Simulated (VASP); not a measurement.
# Ti3Ag (P4/mmm) in VASP: notebook, part 3 of 3

VASP 6.6.1. Earlier steps stand in the parts before.

### 5 Electric field gradients, LDA (17.48 Å³/atom)

This run uses another cell than the first one, of 17.48 Å³/atom.

Input file INCAR:

```
PREC     = Accurate       # precision mode
ENCUT    = 520            # plane-wave cutoff, eV
EDIFF    = 1E-8           # SCF threshold, eV
ISMEAR   = -1             # smearing method
SIGMA    = 0.08           # smearing width, eV
LREAL    = F              # projectors in reciprocal space
LASPH    = T              # aspherical terms in the spheres
NELM     = 100            # most SCF steps
ALGO     = Normal         # electronic algorithm
ISIF     = 2              # what is computed and relaxed
LWAVE    = F              # write WAVECAR
LCHARG   = F              # write CHGCAR
GGA      = CA             # functional
LEFG     = T            
NBANDS   = 32             # bands
```

Input file KPOINTS:

```
Automatic mesh
0
Gamma
  9 9 9
```

Input file POSCAR:

```
Ti3Ag
1.0
    4.2009104012      0.0000000000      0.0000000000
    0.0000000000      4.2009104012      0.0000000000
    0.0000000000      0.0000000000      3.9631230200
Ti Ag
3 1
Direct
    0.0000000000      0.5000000000      0.5000000000
    0.5000000000      0.0000000000      0.5000000000
    0.5000000000      0.5000000000      0.0000000000
    0.0000000000      0.0000000000      0.0000000000
```

Potentials or basis: VASP PAW LDA potentials, release 64 (Ti_sv, Ag).

The run is started by

```bash
cat potpaw_LDA.64/Ti_sv/POTCAR potpaw_LDA.64/Ag/POTCAR > POTCAR
mpirun -np 1 vasp_std > vasp.out
```

OUTCAR:

```text
PREC = Accurate
   ENCUT = 520
   EDIFF = 1E-8
   ISMEAR = -1
   LREAL = F
   LASPH = T
   NELM = 100
   ISIF = 2
   GGA = CA

 ion  position               nearest neighbor table
   1  0.000  0.500  0.500-   3 2.89   4 2.89   3 2.89   4 2.89   4 2.89   4 2.89   3 2.89   3 2.89

   2  0.500  0.000  0.500-   3 2.89   4 2.89   3 2.89   4 2.89   3 2.89   3 2.89   4 2.89   4 2.89

   3  0.500  0.500  0.000-   1 2.89   2 2.89   1 2.89   2 2.89   2 2.89   2 2.89   1 2.89   1 2.89
                             4 2.97   4 2.97   4 2.97   4 2.97
   4  0.000  0.000  0.000-   1 2.89   2 2.89   1 2.89   2 2.89   1 2.89   1 2.89   2 2.89   2 2.89
                             3 2.97   3 2.97   3 2.97   3 2.97

  LATTYP: Found a simple tetragonal cell.
 ALAT       =     4.2009104012
 C/A-ratio  =     0.9433962264

  Lattice vectors:

 A1 = (   4.2009104012,   0.0000000000,   0.0000000000)
 A2 = (   0.0000000000,   4.2009104012,   0.0000000000)
 A3 = (   0.0000000000,   0.0000000000,   3.9631230200)

Analysis of symmetry for initial positions (statically):
=====================================================================
 Subroutine PRICEL returns:
 Original cell was already a primitive cell.

 Routine SETGRP: Setting up the symmetry group for a
 simple tetragonal supercell.

 Subroutine GETGRP returns: Found 16 space group operations
 (whereof 16 operations were pure point group operations)
 out of a pool of 16 trial point group operations.

The static configuration has the point symmetry D_4h.

Analysis of symmetry for dynamics (positions and initial velocities):
[... 173 lines left out ...]
      2     -48.0426      2.00000
      3     -47.9461      2.00000
      4     -24.9204      2.00000
      5     -24.9204      2.00000
      6     -24.8995      2.00000
[... 829 lines left out ...]
     31      10.1578      0.00000
     32      10.3132      0.00000

 [... further k-points ...]
[... 5 lines left out ...]
  --------------------------------------------------------------------------------------
  -------------------------------------------------------------------------------------
  Total       -4.9727949     -4.9727949     -4.0461441      0.0000000      0.0000000     -0.0000000
  in kB     -113.9165280   -113.9165280    -92.6888591      0.0000000      0.0000000     -0.0000000
  external PRESSURE =    -106.8406383 kB  Pullay stress =       0.0000000 kB

 VOLUME and BASIS-vectors are now :
 -----------------------------------------------------------------------------
  energy-cutoff  :      520.00
  volume of cell :       69.94
      direct lattice vectors                 reciprocal lattice vectors
     4.200910401  0.000000000  0.000000000     0.238043639  0.000000000  0.000000000
     0.000000000  4.200910401  0.000000000     0.000000000  0.238043639  0.000000000
     0.000000000  0.000000000  3.963123020     0.000000000  0.000000000  0.252326258

 POSITION                                       TOTAL-FORCE (eV/Angst)
 -----------------------------------------------------------------------------------
      0.00000      2.10046      1.98156         0.000000      0.000000      0.000000
      2.10046      0.00000      1.98156         0.000000      0.000000      0.000000
      2.10046      2.10046      0.00000         0.000000      0.000000      0.000000
      0.00000      0.00000      0.00000         0.000000      0.000000      0.000000
 -----------------------------------------------------------------------------------
    total drift:                                0.000000     -0.000000     -0.000000

  FREE ENERGIE OF THE ION-ELECTRON SYSTEM (eV)
  ---------------------------------------------------
  free  energy   TOTEN  =       -29.0515495060 eV

  energy  without entropy=      -28.8929703722  energy(sigma->0) =      -28.97225994

 Electric field gradients (V/A^2)
---------------------------------------------------------------------
 ion       V_xx      V_yy      V_zz      V_xy      V_xz      V_yz
---------------------------------------------------------------------
   1      -0.001    -0.505     0.506    -0.000     0.000    -0.000
   2      -0.505    -0.001     0.506     0.000    -0.000     0.000
   3       4.557     4.557    -9.114    -0.000     0.000     0.000
   4      -1.110    -1.110     2.221    -0.000    -0.000    -0.000
---------------------------------------------------------------------

 Electric field gradients after diagonalization (V/A^2)
 (convention: |V_zz| > |V_xx| > |V_yy|)
----------------------------------------------------------------------
 ion       V_xx      V_yy      V_zz     asymmetry (V_yy - V_xx)/ V_zz
----------------------------------------------------------------------
   1      -0.505    -0.001     0.506       0.994
   2      -0.505    -0.001     0.506       0.994
   3       4.557     4.557    -9.114       0.000
   4      -1.110    -1.110     2.221       0.000
----------------------------------------------------------------------

           NMR quadrupolar parameters

 Cq : quadrupolar parameter    Cq=e*Q*V_zz/h
 eta: asymmetry parameters     (V_yy - V_xx)/ V_zz
 Q  : nuclear electric quadrupole moment in mb (millibarn)
----------------------------------------------------------------------
 ion       Cq(MHz)       eta       Q (mb)
----------------------------------------------------------------------
   1       0.001       0.994       1.000
   2       0.001       0.994       1.000
   3      -0.022       0.000       1.000
   4       0.005       0.000       1.000
----------------------------------------------------------------------
```

OSZICAR:

```text
N       E                     dE             d eps       ncg     rms          rms(c)
DAV:   1     0.572646947485E+03    0.57265E+03   -0.23049E+04  4840   0.173E+03
DAV:   2     0.295905752395E+02   -0.54306E+03   -0.52604E+03  4872   0.523E+02
DAV:   3    -0.277030198046E+02   -0.57294E+02   -0.55372E+02  7920   0.147E+02
DAV:   4    -0.330495045085E+02   -0.53465E+01   -0.52585E+01  7016   0.421E+01
DAV:   5    -0.333045416896E+02   -0.25504E+00   -0.25487E+00  6688   0.781E+00    0.152E+01
DAV:   6    -0.291536960684E+02    0.41508E+01   -0.16531E+01  5856   0.328E+01    0.501E+00
DAV:   7    -0.295821919423E+02   -0.42850E+00   -0.33718E+00  6824   0.147E+01    0.773E+00
DAV:   8    -0.290646324025E+02    0.51756E+00   -0.26211E+00  6856   0.917E+00    0.258E+00
DAV:   9    -0.290543004495E+02    0.10332E-01   -0.23986E-01  6296   0.427E+00    0.147E+00
DAV:  10    -0.290520490743E+02    0.22514E-02   -0.59725E-02  5832   0.197E+00    0.282E-01
DAV:  11    -0.290512665369E+02    0.78254E-03   -0.89312E-03  7336   0.874E-01    0.152E-01
DAV:  12    -0.290515388977E+02   -0.27236E-03   -0.97230E-04  5968   0.259E-01    0.541E-02
DAV:  13    -0.290515462493E+02   -0.73515E-05   -0.16420E-04  7232   0.755E-02    0.277E-02
DAV:  14    -0.290515508166E+02   -0.45673E-05   -0.22690E-05  6328   0.373E-02    0.151E-02
DAV:  15    -0.290515495813E+02    0.12352E-05   -0.10645E-05  6976   0.262E-02    0.351E-03
DAV:  16    -0.290515495180E+02    0.63346E-07   -0.55711E-07  6256   0.819E-03    0.137E-03
DAV:  17    -0.290515495064E+02    0.11563E-07   -0.93328E-08  6736   0.200E-03    0.426E-04
DAV:  18    -0.290515495060E+02    0.41746E-09   -0.74305E-09  3384   0.711E-04
   1 F= -.29051550E+02 E0= -.28972260E+02  d E =-.158579E+00
```

stdout:

```text
POSCAR found type information on POSCAR TiAg
 POSCAR found :  2 types and       4 ions
 scaLAPACK will be used
 LDA part: xc-table for (Slater(with rela. corr.)+CA(PZ))
 , standard interpolation
 POSCAR, INCAR and KPOINTS ok, starting setup
 FFT: planning ... GRIDC
 FFT: planning ... GRID_SOFT
 FFT: planning ... GRID
 WAVECAR not read
 entering main loop
ion   1

ion   2

ion   3

ion   4
```

Wall time 4 min (1 thread of Intel Xeon 8259CL, shared host); peak memory 0.26 GiB.

Results:

```yaml
Free_energy: -29.0515 eV
Pressure: -10.7 GPa
Band_gap_on_the_k_mesh: zero (an odd number of electrons rules out a gap without spin polarisation)
Largest_electric_field_gradient_by_atom: Ti +0.5, -9.1 (each value once); Ag +2.2 V/Å²
```

Levels at points of the mesh, in eV from the Fermi level:
```csv
k point,band 20,band 21,band 22,band 23,band 24,band 25,band 26,band 27,band 28,band 29
"(0.00, 0.00, 0.00)",-0.53,-0.53,-0.49,-0.25,0.02,2.10,2.10,2.19,2.19,2.22
```

Electric field gradients, principal values (V/Å²):
```tsv
atom	least	middle	greatest (by size)
1 Ti	-0.001	-0.505	0.506
2 Ti	-0.001	-0.505	0.506
3 Ti	4.557	4.557	-9.114
4 Ag	-1.110	-1.110	2.221
```

Caveat: the cell stands under tension; without QUAD_EFG the Cq values of the log hold for a quadrupole moment of 1 mb, not for the nuclei.

### 6 Electric field gradients, LDA (16.62 Å³/atom)

This run uses another cell than the first one, of 16.62 Å³/atom.

Input file INCAR:

```
  ALGO = Normal
  EDIFF = 1E-8
  ENCUT = 520
  GGA = CA
  ISIF = 2
  ISMEAR = -1
  LASPH = True
  LCHARG = False
  LEFG = True
  LREAL = False
  LWAVE = False
  NBANDS = 32
  NELM = 60
  PREC = Accurate
  SIGMA = 0.08
```

Input file KPOINTS:

```
k-points
0
Gamma
  9 9 9
```

Input file POSCAR:

```
Ti3Ag
1.0
    4.1304119821      0.0000000000      0.0000000000
    0.0000000000      4.1304119821      0.0000000000
    0.0000000000      0.0000000000      3.8966150774
Ti Ag
3 1
Direct
    0.0000000000      0.5000000000      0.5000000000
    0.5000000000      0.0000000000      0.5000000000
    0.5000000000      0.5000000000      0.0000000000
    0.0000000000      0.0000000000      0.0000000000
```

Potentials or basis: VASP PAW LDA potentials, release 64 (Ti_sv, Ag).

The run is started by

```bash
cat potpaw_LDA.64/Ti_sv/POTCAR potpaw_LDA.64/Ag/POTCAR > POTCAR
mpirun -np 1 vasp_std > vasp.out
```

OUTCAR:

```text
EDIFF = 1E-8
   ENCUT = 520
   GGA = CA
   ISIF = 2
   ISMEAR = -1
   LASPH = True
   LREAL = False
   NELM = 60
   PREC = Accurate

 ion  position               nearest neighbor table
   1  0.000  0.500  0.500-   3 2.84   4 2.84   3 2.84   4 2.84   4 2.84   4 2.84   3 2.84   3 2.84
                             2 2.92   2 2.92   2 2.92   2 2.92
   2  0.500  0.000  0.500-   3 2.84   4 2.84   3 2.84   4 2.84   3 2.84   3 2.84   4 2.84   4 2.84
                             1 2.92   1 2.92   1 2.92   1 2.92
   3  0.500  0.500  0.000-   1 2.84   2 2.84   1 2.84   2 2.84   2 2.84   2 2.84   1 2.84   1 2.84
                             4 2.92   4 2.92   4 2.92   4 2.92
   4  0.000  0.000  0.000-   1 2.84   2 2.84   1 2.84   2 2.84   1 2.84   1 2.84   2 2.84   2 2.84
                             3 2.92   3 2.92   3 2.92   3 2.92

  LATTYP: Found a simple tetragonal cell.
 ALAT       =     4.1304119821
 C/A-ratio  =     0.9433962264

  Lattice vectors:

 A1 = (   4.1304119821,   0.0000000000,   0.0000000000)
 A2 = (   0.0000000000,   4.1304119821,   0.0000000000)
 A3 = (   0.0000000000,   0.0000000000,   3.8966150774)

Analysis of symmetry for initial positions (statically):
=====================================================================
 Subroutine PRICEL returns:
 Original cell was already a primitive cell.

[... 1047 lines left out ...]
 -----------------------------------------------------------------------------------
    total drift:                                0.000000     -0.000000     -0.000000

  FREE ENERGIE OF THE ION-ELECTRON SYSTEM (eV)
  ---------------------------------------------------
  free  energy   TOTEN  =       -29.2291511594 eV

  energy  without entropy=      -29.0785613379  energy(sigma->0) =      -29.15385625

 Electric field gradients (V/A^2)
---------------------------------------------------------------------
 ion       V_xx      V_yy      V_zz      V_xy      V_xz      V_yz
---------------------------------------------------------------------
   1       4.402    -2.936    -1.465    -0.000     0.000    -0.000
   2      -2.936     4.402    -1.465     0.000     0.000     0.000
   3       2.584     2.584    -5.169    -0.000     0.000     0.000
   4      -1.291    -1.291     2.581    -0.000     0.000    -0.000
---------------------------------------------------------------------

 Electric field gradients after diagonalization (V/A^2)
 (convention: |V_zz| > |V_xx| > |V_yy|)
----------------------------------------------------------------------
 ion       V_xx      V_yy      V_zz     asymmetry (V_yy - V_xx)/ V_zz
----------------------------------------------------------------------
   1      -2.936    -1.465     4.402       0.334
   2      -2.936    -1.465     4.402       0.334
   3       2.584     2.584    -5.169       0.000
   4      -1.291    -1.291     2.581       0.000
----------------------------------------------------------------------

           NMR quadrupolar parameters

 Cq : quadrupolar parameter    Cq=e*Q*V_zz/h
 eta: asymmetry parameters     (V_yy - V_xx)/ V_zz
 Q  : nuclear electric quadrupole moment in mb (millibarn)
----------------------------------------------------------------------
 ion       Cq(MHz)       eta       Q (mb)
----------------------------------------------------------------------
   1       0.011       0.334       1.000
   2       0.011       0.334       1.000
   3      -0.012       0.000       1.000
   4       0.006       0.000       1.000
----------------------------------------------------------------------
```

Run time: 2.7 min. Hardware: 1 thread of Intel Xeon Platinum 8259CL at 2.50GHz (Skylake/Cascade Lake), shared host; peak memory 0.25 GiB.

Results:

```yaml
Free_energy: -29.2292 eV
Pressure: -5.6 GPa
Band_gap_on_the_k_mesh: zero (an odd number of electrons rules out a gap without spin polarisation)
Largest_electric_field_gradient_by_atom: Ti +4.4, -5.2 (each value once); Ag +2.6 V/Å²
```

Levels at points of the mesh, in eV from the Fermi level:
| k point | band 22 | band 23 | band 24 | band 25 | band 26 | band 27 |
| --- | --- | --- | --- | --- | --- | --- |
| (0.00, 0.00, 0.00) | -0.52 | -0.24 | 0.06 | 2.24 | 2.24 | 2.34 |

Electric field gradients, principal values (V/Å²):
```csv
atom,least,middle,greatest (by size)
1 Ti,-1.465,-2.936,4.402
2 Ti,-1.465,-2.936,4.402
3 Ti,2.584,2.584,-5.169
4 Ag,-1.291,-1.291,2.581
```

Caveat: the cell stands under tension; without QUAD_EFG the Cq values of the log hold for a quadrupole moment of 1 mb, not for the nuclei.

### 7 The runs side by side

```csv
cell,gap on the mesh (eV),pressure (GPa)
"a = 4.102, b = 4.102, c = 3.869 Å, 4 atoms",none,-3.2
"a = 4.159, b = 4.159, c = 3.923 Å, 4 atoms",none,-7.8
"a = 4.201, b = 4.201, c = 3.963 Å, 4 atoms",none,-10.7
"a = 4.130, b = 4.130, c = 3.897 Å, 4 atoms",none,-5.6
```

Alike in all rows: task electric field gradients; level LDA; potentials or basis VASP PAW LDA potentials, release 64 (Ti_sv, Ag); no spin polarisation; k mesh 9 × 9 × 9; cutoff (eV) 520; smearing fermi-dirac 0.08 eV.

Caveats: the cell stands under tension.

Total energies depend on the potentials used, so only differences within one code and one set of settings carry meaning.
